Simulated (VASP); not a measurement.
Runs of VASP 6.6.1 on AgCl. The structure is that of space group Pm-3m (No. 221), or close to it. The cells are those of the table. 

```tsv
level	cell	smearing	gap on the mesh (eV)	pressure (GPa)
r2SCAN	a = 3.578 Å, 2 atoms	gaussian 0.01 eV	1.13	-6.0
PBE	a = 3.578 Å, 2 atoms	fermi-dirac 0.02 eV	(d)	(a)
PBE	a = 3.399 Å, angles 89.5°, 2 atoms	fermi-dirac 0.02 eV	0.56	1.3
r2SCAN	a = 3.392 Å, angles 90.1°, 2 atoms	gaussian 0.01 eV	1.18	(c)
r2SCAN	a = 3.399 Å, angles 89.5°, 2 atoms	gaussian 0.01 eV	1.16	(b)
PBE	a = 3.392 Å, angles 90.1°, 2 atoms	fermi-dirac 0.02 eV	0.58	1.7
```

Alike in all rows: task single point; potentials or basis VASP PAW PBE potentials, release 64 (Ag, Cl); no spin polarisation; k mesh 8 × 8 × 8; cutoff (eV) 520.

Estimate the missing entries.

(a) -4.3; (b) -0.3; (c) 0.1; (d) 0.57.

Caveats: the PAW data sets were made with another functional, which shifts forces and pressure a little (at least some runs); the cell stands under tension (at least some runs).

A k mesh can miss the band edges, and the runs leave out spin-orbit coupling on Ag.
